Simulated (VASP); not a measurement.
Set up this calculation in VASP 6.6.1, as the native input.

| Property | Result |
| --- | --- |
| Task | single point |
| Functional | PBE |
| Potentials or basis | VASP PAW PBE potentials, release 64 (Sb, Se) |
| Cutoff | 520 eV |
| k mesh | 8 × 8 × 4 |
| Occupations | gaussian, width 0.1 eV |
| Spin | no spin polarisation |
| Dipole correction | no |
| Further INCAR settings | ALGO = Normal; EDIFF = 1e-06; NBANDS = 26 |

The structure of SbSe5 lies in POSCAR:

```
SbSe5
1.0
    4.0459805076     -2.7879617440     -0.0080665667
    4.0459805076      2.7879617440     -0.0080665667
   -3.7949104749      0.0000000000      7.9026601304
Sb Se
1 5
Direct
    0.0000000000      0.0000000000      0.5000000000
    0.6001859685      0.1154257216      0.7190969167
    0.8845742784      0.3998140315      0.2809030833
    0.3998140315      0.8845742784      0.2809030833
    0.1154257216      0.6001859685      0.7190969167
    0.0000000000      0.0000000000      0.0000000000
```

The cell was generated, and may not be a known phase.

One way to write it, as run:

INCAR

```
SYSTEM = SbSe5
ALGO = Normal ; EDIFF = 1E-6
ENCUT = 520 ; GGA = PE
ISIF = 2 ; ISMEAR = 0
LASPH = .TRUE. ; LCHARG = .FALSE.
LREAL = .FALSE. ; LWAVE = .FALSE.
NBANDS = 26 ; NELM = 60
PREC = Accurate ; SIGMA = 0.1
```

KPOINTS

```
k-points
0
G
  8 8 4
  0 0 0
```

Potentials or basis: VASP PAW PBE potentials, release 64 (Sb, Se).

Launch:

```sh
$ cat potpaw_PBE.64/Sb/POTCAR potpaw_PBE.64/Se/POTCAR > POTCAR
$ mpirun -np 1 vasp_std > vasp.out
```

It gave:

The pressure is 0.0 GPa, the largest force is 0.008 eV/Å and the band gap on the k mesh is zero (an odd number of electrons rules out a gap without spin polarisation).

Caveat: spin-orbit coupling is left out, which moves the levels of the heavy elements.

It took 9.7 min on 1 thread of Intel Xeon 8259CL (shared host), peak memory 0.52 GiB.
